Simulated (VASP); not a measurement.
Wanted: the native input for a VASP 6.6.1 run.

```
Task                   : single point
Functional             : PBE
Potentials or basis    : VASP PAW PBE potentials, release 64 (Lu, Hf_pv, O)
Cutoff                 : 520 eV
k mesh                 : 6 × 6 × 4
Occupations            : gaussian, width 0.1 eV
Spin                   : no spin polarisation
Dipole correction      : no
Further INCAR settings : ALGO = Normal; EDIFF = 1e-06; NBANDS = 32
```

The structure of LuHfO2 lies in POSCAR:

```
LuHfO2
1.0
    3.3071934425      0.0000000000      0.0000000000
    0.0000000000      3.3071934425      0.0000000000
    0.0000000000      0.0000000000      4.6416527492
Lu Hf O
1 1 2
Direct
    0.0000000000      0.0000000000      0.0000000000
    0.5000000000      0.5000000000      0.5000000000
    0.0000000000      0.0000000000      0.5000000000
    0.5000000000      0.5000000000      0.0000000000
```

The cell was built from a structure type or drawn by symmetry, and may not be a known phase.

These files were run (other wordings do the same):

INCAR

```
SYSTEM = LuHfO2
ALGO = Normal
EDIFF = 1E-6
ENCUT = 520
GGA = PE
ISIF = 2
ISMEAR = 0
LASPH = .True.
LCHARG = .False.
LREAL = .False.
LWAVE = .False.
NBANDS = 32
NELM = 100
PREC = Accurate
SIGMA = 0.1
```

KPOINTS

```
k-points
0
Gamma
  6 6 4
  0 0 0
```

Potentials or basis: VASP PAW PBE potentials, release 64 (Lu, Hf_pv, O).

Run with:

```sh
$ cat potpaw_PBE.64/Lu/POTCAR potpaw_PBE.64/Hf_pv/POTCAR potpaw_PBE.64/O/POTCAR > POTCAR
$ mpirun -np 1 vasp_std > vasp.out
```

It gave:

The pressure is -0.8 GPa and the band gap on the k mesh is zero (an odd number of electrons rules out a gap without spin polarisation).

Caveat: spin-orbit coupling is left out, which moves the levels of the heavy elements; an odd number of electrons without spin polarisation forces a metal; a magnetic or distorted state may lie lower.

Wall time 110 s on 1 thread of Intel Xeon 8259CL, on a shared host, peak memory 0.19 GiB.
